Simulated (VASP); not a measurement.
# Cu in VASP: single point with PBE

Aim: the single point of Cu with PBE.

Program: VASP 6.6.1. These are calculated values, not measurements. Logs are shortened: lines on timing, memory, paths and dates and some standing lists are left out, and cuts for length are marked.

## (1) The cell of the first run

The cell holds a slab with vacuum, 13 atoms: a = 5.105 Å, b = 5.105 Å, c = 15.168 Å, α = 90.00°, β = 90.00°, γ = 60.00°.

## (2) Single point, PBE

INCAR reads:

```
SYSTEM = Cu
  PREC = Accurate
  ENCUT = 520
  EDIFF = 1E-7
  ISMEAR = 0
  SIGMA = 0.05
  LREAL = .FALSE.
  LASPH = .TRUE.
  NELM = 60
  ALGO = Normal
  ISIF = 2
  LWAVE = .FALSE.
  LCHARG = .FALSE.
  GGA = PE
  NBANDS = 84
```

KPOINTS reads:

```
Automatic mesh
0
G
  4 4 1
  0 0 0
```

POSCAR reads:

```
Cu
1.0
    5.1053110000      0.0000000000      0.0000000000
    2.5526550000      4.4213290000      0.0000000000
    0.0000000000      0.0000000000     15.1684690000
Cu
13
Direct
    0.1666667508      0.1666666290      0.0659262316
    0.6666666529      0.1666666290      0.0659262316
    0.1666665963      0.6666667421      0.0659262316
    0.6666666943      0.6666667421      0.0659262316
   -0.1745533027      0.3372707618      0.2012275596
    0.3276302540      0.3368197662      0.2039958680
   -0.1766353940      0.8383160357      0.2023562826
    0.3276307149      0.8355431138      0.2040035155
   -0.0195475088      0.0025033197      0.3362874658
    0.4785011285      0.0107354599      0.3444821623
   -0.0195591683      0.5170293819      0.3362767857
    0.4903821166      0.5047853259      0.3454174578
    1.0842239375      0.2078978968      0.4612370570
```

Potentials or basis: VASP PAW PBE potentials, release 64 (Cu).

The run is started by

```sh
> cat potpaw_PBE.64/Cu/POTCAR > POTCAR
> mpirun -np 1 vasp_std > vasp.out
```

OUTCAR:

```text
SYSTEM = Cu
   PREC = Accurate
   ENCUT = 520
   EDIFF = 1E-7
   ISMEAR = 0
   LREAL = .FALSE.
   LASPH = .TRUE.
   NELM = 60
   ISIF = 2
   GGA = PE

 ion  position               nearest neighbor table
   1  0.167  0.167  0.066-   5 2.55   2 2.55   3 2.55   4 2.55   3 2.55   2 2.55   4 2.55   6 2.56
                             8 2.56
   2  0.667  0.167  0.066-   5 2.52   7 2.53   4 2.55   1 2.55   3 2.55   1 2.55   4 2.55   3 2.55
                             6 2.58
   3  0.167  0.667  0.066-   6 2.55   8 2.55   4 2.55   2 2.55   1 2.55   1 2.55   4 2.55   2 2.55
                             7 2.57
   4  0.667  0.667  0.066-   5 2.52   7 2.53   2 2.55   3 2.55   1 2.55   3 2.55   1 2.55   2 2.55
                             8 2.58
   5  0.825  0.337  0.201-   2 2.52   4 2.52  11 2.53   9 2.53   6 2.54   8 2.54   1 2.55   7 2.55
                             7 2.55   8 2.56   6 2.56  12 2.64
   6  0.328  0.337  0.204-  11 2.53   7 2.54   5 2.54   8 2.55   3 2.55   1 2.56   8 2.56   5 2.56
                             7 2.57  10 2.57   2 2.58  12 2.60
   7  0.823  0.838  0.202-  11 2.48   9 2.48   4 2.53   2 2.53   6 2.54   8 2.54   5 2.55   5 2.55
                             3 2.57   8 2.57   6 2.57  10 2.64
   8  0.328  0.836  0.204-   9 2.53   7 2.54   5 2.54   6 2.55   3 2.55   1 2.56   6 2.56   5 2.56
                             7 2.57  10 2.57   4 2.58  12 2.60
   9  0.980  0.003  0.336-  13 2.35  11 2.48   7 2.48   8 2.53   5 2.53  12 2.54  10 2.54  10 2.57
                            12 2.58  11 2.63
  10  0.479  0.011  0.344-  13 2.49  11 2.54   9 2.54  12 2.55  12 2.55   9 2.57  11 2.57   8 2.57
                             6 2.57   7 2.64
  11  0.980  0.517  0.336-  13 2.35   9 2.48   7 2.48   6 2.53   5 2.53  12 2.54  10 2.54  10 2.57
                            12 2.58   9 2.63
  12  0.490  0.505  0.345-   9 2.54  11 2.54  10 2.55  10 2.55  11 2.58   9 2.58   6 2.60   8 2.60
                             5 2.64
  13  0.084  0.208  0.461-   9 2.35  11 2.35  10 2.49

  LATTYP: Found a hexagonal cell.
 ALAT       =     5.1053107325
 C/A-ratio  =     2.9711157253

  Lattice vectors:

 A1 = (  -2.5526550000,  -4.4213290000,   0.0000000000)
 A2 = (   5.1053110000,   0.0000000000,   0.0000000000)
 A3 = (   0.0000000000,   0.0000000000,  15.1684690000)

Analysis of symmetry for initial positions (statically):
=====================================================================
 Subroutine PRICEL returns:
 Original cell was already a primitive cell.

 Routine SETGRP: Setting up the symmetry group for a
 hexagonal supercell.

 Subroutine GETGRP returns: Found  1 space group operations
 (whereof  1 operations were pure point group operations)
 out of a pool of 24 trial point group operations.

The static configuration has the point symmetry C_1 .

Analysis of symmetry for dynamics (positions and initial velocities):
=====================================================================
 Subroutine PRICEL returns:
 Original cell was already a primitive cell.

 Routine SETGRP: Setting up the symmetry group for a
 hexagonal supercell.

 Subroutine GETGRP returns: Found  1 space group operations
 (whereof  1 operations were pure point group operations)
 out of a pool of 24 trial point group operations.

The dynamic configuration has the point symmetry C_1 .

 Subroutine INISYM returns: Found  1 space group operations
 (whereof  1 operations are pure point group operations),
 and found     1 'primitive' translations

----------------------------------------------------------------------------------------

                                     Primitive cell

  volume of cell :     342.3866

  direct lattice vectors                    reciprocal lattice vectors
     5.105311000  0.000000000  0.000000000     0.195874453 -0.113088147  0.000000000
     2.552655000  4.421329000  0.000000000     0.000000000  0.226176337  0.000000000
     0.000000000  0.000000000 15.168469000     0.000000000  0.000000000  0.065926232

  length of vectors
     5.105311000  5.105310732 15.168469000     0.226176326  0.226176337  0.065926232

  position of ions in fractional coordinates (direct lattice)
     0.166666751  0.166666629  0.065926232
     0.666666653  0.166666629  0.065926232
     0.166666596  0.666666742  0.065926232
[... 39 lines left out ...]
     0.000000000  0.056544084  0.000000000     0.000000000  0.250000000  0.000000000
     0.000000000  0.000000000  0.065926232     0.000000000  0.000000000  1.000000000

  Length of vectors
     0.056544081  0.056544084  0.065926232

  Shift w.r.t. Gamma in fractional coordinates (k-lattice)
     0.000000000  0.000000000  0.000000000

 Subroutine IBZKPT returns following result:
 ===========================================

 Found     10 irreducible k-points:

 Following reciprocal coordinates:
            Coordinates               Weight
  0.000000  0.000000  0.000000      1.000000
  0.250000 -0.000000  0.000000      2.000000
  0.250000  0.250000  0.000000      2.000000
  0.000000  0.250000  0.000000      2.000000
  0.500000 -0.000000  0.000000      1.000000
  0.500000  0.500000  0.000000      1.000000
  0.000000  0.500000  0.000000      1.000000
  0.500000  0.250000  0.000000      2.000000
  0.250000  0.500000  0.000000      2.000000
 -0.250000  0.250000  0.000000      2.000000
   k-points           NKPTS =     10   k-points in BZ     NKDIM =     10   number of bands    NBANDS=     84
   number of dos      NEDOS =    301   number of ions     NIONS =     13
   total plane-waves  NPLWV = 192000
   dimension x,y,z NGX =    40 NGY =   40 NGZ =  120
   dimension x,y,z NGXF=    80 NGYF=   80 NGZF=  240
   ions per type =              13
   NGX,Y,Z   is equivalent  to a cutoff of  13.03, 13.03, 13.15 a.u.
   NGXF,Y,Z  is equivalent  to a cutoff of  26.05, 26.05, 26.30 a.u.
 SYSTEM =  Cu
   PREC   = accura    normal or accurate (medium, high low for compatibility)
   ISTART =      0    job   : 0-new  1-cont  2-samecut
   ICHARG =      2    charge: 1-file 2-atom 10-const
   ISPIN  =      1    spin polarized calculation?
   LNONCOLLINEAR =      F non collinear calculations
   LSORBIT =      F    spin-orbit coupling
   LASPH  =      T    aspherical Exc in radial PAW
   ENCUT  =  520.0 eV  38.22 Ry    6.18 a.u.   9.49  9.49 28.20*2*pi/ulx,y,z
   NELM   =     60;   NELMIN=  2; NELMDL= -5     # of ELM steps
   EDIFF  = 0.1E-06   stopping-criterion for ELM
   LREAL  =      F    real-space projection
   EDIFFG = 0.1E-05   stopping-criterion for IOM
   NSW    =      0    number of steps for IOM
   IBRION =     -1    ionic relax: 0-MD 1-quasi-New 2-CG
   NFREE  =      0    steps in history (QN), initial steepest desc. (CG)
   ISIF   =      2    stress and relaxation
   ISYM   =      2    0-nonsym 1-usesym 2-fastsym
   POTIM  = 0.5000    time-step for ionic-motion
   TEBEG  =    0.0;   TEEND  =   0.0 temperature during run
   PSTRESS=    0.0 pullay stress
   NELECT =     143.0000    total number of electrons
   NUPDOWN=      -1.0000    fix difference up-down
   EMIN   =  10.00;   EMAX   =-10.00  energy-range for DOS
   EFERMI =   0.00;   METHOD = LEGACY
   ISMEAR =     0;   SIGMA  =   0.05  broadening in eV -4-tet -1-fermi 0-gaus
   EFERMI_NEDOS =   21; number of points for ismear=-14 and -15
   IALGO  =     38    algorithm
   IMIX   =      4    mixing-type and parameters
     AMIX     =   0.40;   BMIX     =  1.00
     AMIX_MAG =   1.60;   BMIX_MAG =  1.00
  volume/ion in A,a.u.               =      26.34       177.73
  Fermi-wavevector in a.u.,A,eV,Ry     =   1.223718  2.312491 20.374521  1.497485
  Thomas-Fermi vector in A             =   2.358818
   LORBIT       =      0    0 simple, 1 ext, 2 COOP (PROOUT), +10 PAW based schemes
   GGA     = PE    functional components
   LHFCALC =     F    Hartree Fock is set to
   AEXX    =    0.0000 exact exchange contribution
   IVDW    =     0    specifies the selected vdW correction
   LEPSILON=     F    determine dielectric tensor
   LRPA    =     F    only Hartree local field effects (RPA)
 non-spin polarized calculation
 Gauss-broadening in eV      SIGMA  =   0.05
  energy-cutoff  :      520.00
  volume of cell :      342.39
 maximum number of plane-waves:      9249
 NGX is ok and might be reduce to    40
   NGX = 19   NGY = 19   NGZ = 57

 number of electron     142.9999999 magnetization

 Free energy of the ion-electron system (eV)
  ---------------------------------------------------
  ext. energy  EPLUGINS =         0.00000000
  ---------------------------------------------------
  free energy    TOTEN  =       -43.75051362 eV

  energy without entropy =      -43.71997183  energy(sigma->0) =      -43.73524272

 E-fermi :   1.1102     XC(G=0):  -6.9897

 val. band max:        1.1094065740   @ k =   0.5000   0.5000   0.0000
 cond. band min:       1.1255127167   @ k =   0.5000  -0.0000   0.0000
 fundamental gap:      0.0161061427
 Fermi energy:         1.1102280548

 k-point     1 :       0.0000    0.0000    0.0000
  band No.  band energies     occupation
      1      -7.5499      2.00000
      2      -5.7415      2.00000
      3      -4.1784      2.00000
      4      -3.6366      2.00000
      5      -3.6083      2.00000
      6      -3.6057      2.00000
[... 849 lines left out ...]
     82       6.2411      0.00000
     83       6.3775      0.00000
 [bands above 83 left out]

------------------------ aborting loop because EDIFF is reached ----------------------------------------

  FORCE on cell =-STRESS in cart. coord.  units (eV):
  Direction    XX          YY          ZZ          XY          YZ          ZX
  --------------------------------------------------------------------------------------
  -------------------------------------------------------------------------------------
  Total       -1.6322761     -1.2874255      0.2793399      0.2991568     -0.1742019      0.3032240
  in kB       -7.6381364     -6.0244291      1.3071541      1.3998859     -0.8151672      1.4189184
  external PRESSURE =      -4.1184704 kB  Pullay stress =       0.0000000 kB

 VOLUME and BASIS-vectors are now :
 -----------------------------------------------------------------------------
  energy-cutoff  :      520.00
  volume of cell :      342.39
      direct lattice vectors                 reciprocal lattice vectors
     5.105311000  0.000000000  0.000000000     0.195874453 -0.113088147  0.000000000
     2.552655000  4.421329000  0.000000000     0.000000000  0.226176337  0.000000000
     0.000000000  0.000000000 15.168469000     0.000000000  0.000000000  0.065926232

 POSITION                                       TOTAL-FORCE (eV/Angst)
 -----------------------------------------------------------------------------------
      1.27633      0.73689      1.00000         0.009285     -0.005500      0.100887
      3.82898      0.73689      1.00000        -0.018699      0.051937     -0.083886
      2.55265      2.94755      1.00000         0.022819     -0.013101     -0.011580
      5.10531      2.94755      1.00000        -0.054371     -0.009737     -0.083732
      5.07510      1.49118      3.05231        -0.000485      0.000217      0.003303
      2.53244      1.48919      3.09430        -0.005289      0.002061     -0.002161
      6.34346      3.70647      3.06943        -0.001302      0.000768      0.000113
      3.80551      3.69421      3.09442        -0.004487      0.003505     -0.002596
      5.01190      0.01107      5.10097        -0.003013      0.001185      0.009175
      2.47030      0.04747      5.22527         0.005286     -0.003025      0.000888
      6.32525      2.28596      5.10080        -0.002412      0.001760      0.009720
      3.79210      2.23182      5.23945        -0.006451      0.003933      0.018973
      0.96068      0.91919      6.99626         0.059118     -0.034003      0.040897
 -----------------------------------------------------------------------------------
    total drift:                                0.000234     -0.000141     -0.004997

  FREE ENERGIE OF THE ION-ELECTRON SYSTEM (eV)
  ---------------------------------------------------
  free  energy   TOTEN  =       -43.7505136215 eV

  energy  without entropy=      -43.7199718267  energy(sigma->0) =      -43.73524272
```

Wall time 19 min (1 thread of Oxide Virtual Turin-like, shared host); peak memory 0.51 GiB.

Results:

```yaml
Free_energy: -43.7505 eV
Largest_force: 0.101 eV/Å
Band_gap_on_the_k_mesh: zero (an odd number of electrons rules out a gap without spin polarisation)
```

Forces in eV/Å, atoms in the order of the input:
```
Cu   0.009 -0.005  0.101
Cu  -0.019  0.052 -0.084
Cu   0.023 -0.013 -0.012
Cu  -0.054 -0.010 -0.084
Cu   0.000  0.000  0.003
Cu  -0.005  0.002 -0.002
Cu  -0.001  0.001  0.000
Cu  -0.004  0.004 -0.003
Cu  -0.003  0.001  0.009
Cu   0.005 -0.003  0.001
Cu  -0.002  0.002  0.010
Cu  -0.006  0.004  0.019
Cu   0.059 -0.034  0.041
```

Levels at points of the mesh, in eV from the Fermi level:
| k point | band 68 | band 69 | band 70 | band 71 | band 72 | band 73 | band 74 | band 75 | band 76 | band 77 |
| --- | --- | --- | --- | --- | --- | --- | --- | --- | --- | --- |
| (0.00, 0.00, 0.00) | -1.32 | -0.74 | -0.01 | 0.08 | 0.08 | 1.07 | 1.16 | 1.17 | 1.50 | 1.51 |
| (0.50, 0.00, 0.00) | -1.42 | -1.37 | -0.49 | -0.01 | 0.02 | 0.03 | 1.00 | 1.04 | 1.53 | 2.26 |
| (0.50, 0.50, 0.00) | -1.41 | -1.39 | -0.46 | -0.02 | 0.00 | 0.06 | 1.00 | 1.04 | 1.54 | 2.31 |
| (0.00, 0.50, 0.00) | -1.41 | -1.39 | -0.46 | -0.02 | 0.00 | 0.06 | 1.00 | 1.04 | 1.54 | 2.31 |

Caveat: there is no dipole correction, which matters where the two faces differ.
